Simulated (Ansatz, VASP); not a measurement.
# Two plane-wave programs on InAs

Contents of INCAR:

```
SYSTEM = InAs
ALGO = Normal ; EDIFF = 1E-6
ENCUT = 500 ; GGA = PS
GGA_COMPAT = .False. ; ISIF = 2
ISMEAR = 0 ; LASPH = .True.
LCHARG = .False. ; LREAL = .False.
LWAVE = .False. ; NBANDS = 16
NELM = 120 ; PREC = Accurate
SIGMA = 0.1
```

The input KPOINTS:

```
k-points
0
Gamma
  12 12 12
  0 0 0
```

POSCAR

```
InAs
1.0
    0.0000000000      2.7979191826      2.7979191826
    2.7979191826      0.0000000000      2.7979191826
    2.7979191826      2.7979191826      0.0000000000
In As
1 1
Direct
    0.5000000000      0.5000000000      0.5000000000
    0.0000000000      0.0000000000      0.0000000000
```

Input for Ansatz:

```yaml
crystal:
  lattice:
    - [0.0, 2.7979191826, 2.7979191826]
    - [2.7979191826, 0.0, 2.7979191826]
    - [2.7979191826, 2.7979191826, 0.0]
  atoms:
    - { symbol: In, position: [0.5, 0.5, 0.5] }
    - { symbol: As, position: [0.0, 0.0, 0.0] }
basis:
  ecutwfc: 420
kpoints:
  mp_grid: { grid: [12, 12, 12] }
hamiltonian:
  xc: pbesol
scf:
  occupations: { method: gaussian, width: 0.1 }
output:
  forces: true
  stress: true
  eigenvalues: true
```

Alike in both runs: task single point; functional PBEsol; k mesh 12 × 12 × 12; occupations gaussian, width 0.1 eV; no spin polarisation.

```csv
,VASP,Ansatz
version,VASP 6.6.1,Ansatz 0.2.0
potentials or method,"VASP PAW PBE potentials, release 64 (In_d, As), cutoff 500 eV","scalar-relativistic, plane waves, PAW"
valence electrons in the cell,18,28
```

```tsv
	VASP	Ansatz	Ansatz less VASP
gap on the k mesh at the Fermi level (eV)	none	none	-
pressure (GPa)	2.5	2.3	-0.14
```

VASP's potentials were made for PBE, not for PBEsol. A gap of «none» marks a metal or a gap that the smearing closes. VASP's potentials hold 18 valence electrons a cell and Ansatz's 28, so a difference there can come from the potentials and not from the codes.
